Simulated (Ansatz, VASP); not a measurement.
InSb in VASP and in Ansatz

```
CELL_PARAMETERS angstrom
0.00000 2.84649 3.21369
2.84649 0.00000 3.21369
2.84649 2.84649 0.00000
ATOMIC_POSITIONS crystal
In 0.00000 0.00000 0.00000
Sb 0.50000 0.50000 0.50000
```

Alike in both runs: task single point; functional PBEsol; k mesh 14 × 14 × 14; occupations gaussian, width 0.15 eV; no spin polarisation.

|  | VASP | Ansatz |
| --- | --- | --- |
| version | VASP 6.6.1 | Ansatz 0.2.0 |
| potentials or method | VASP PAW PBE potentials, release 64 (In_d, Sb), cutoff 520 eV | scalar-relativistic, plane waves, PAW |
| valence electrons in the cell | 18 | 28 |

```tsv
	VASP	Ansatz	Ansatz less VASP
gap on the k mesh at the Fermi level (eV)	none	none	-
pressure (GPa)	5.5	5.4	-0.05
traceless stress, the component that is largest in VASP (GPa)	-8.29	-8.26	+0.031
```

VASP's potentials were made for PBE, not for PBEsol, and Ansatz warns of the same on its side. A gap of «none» marks a metal or a gap that the smearing closes. VASP's potentials hold 18 valence electrons a cell and Ansatz's 28, so a difference there can come from the potentials and not from the codes.

Neither program's run includes spin-orbit coupling.
